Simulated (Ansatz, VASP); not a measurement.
# One calculation of InP, two programs

```
In P
1.0
     0.00000    2.91910    2.91910
     2.91910    0.00000    2.91910
     2.91910    2.91910    0.00000
In P
1 1
Cartesian
  0.0000 0.0000 0.0000
  1.4596 1.4596 1.4596
```

Change from the starting cell: volume scaled by 0.94, PAW files.

Alike in both runs: task single point; functional PBE; k mesh 11 × 11 × 11; occupations fermi-dirac, width 0.1 eV; no spin polarisation.

|  | VASP | Ansatz |
| --- | --- | --- |
| version | VASP 6.6.1 | Ansatz 0.2.0 |
| potentials or method | VASP PAW PBE potentials, release 64 (In_d, P) | PAW with Ansatz's default frozen-core files, scalar-relativistic |
| plane-wave cutoff (eV) | 520 | 420 |
| valence electrons in the cell | 18 | 18 |

```tsv
	VASP	Ansatz	Ansatz less VASP
pressure (GPa)	4.2	4.2	+0.07
```

The functional is the same, so the differences come from potentials, cutoffs and numerics.
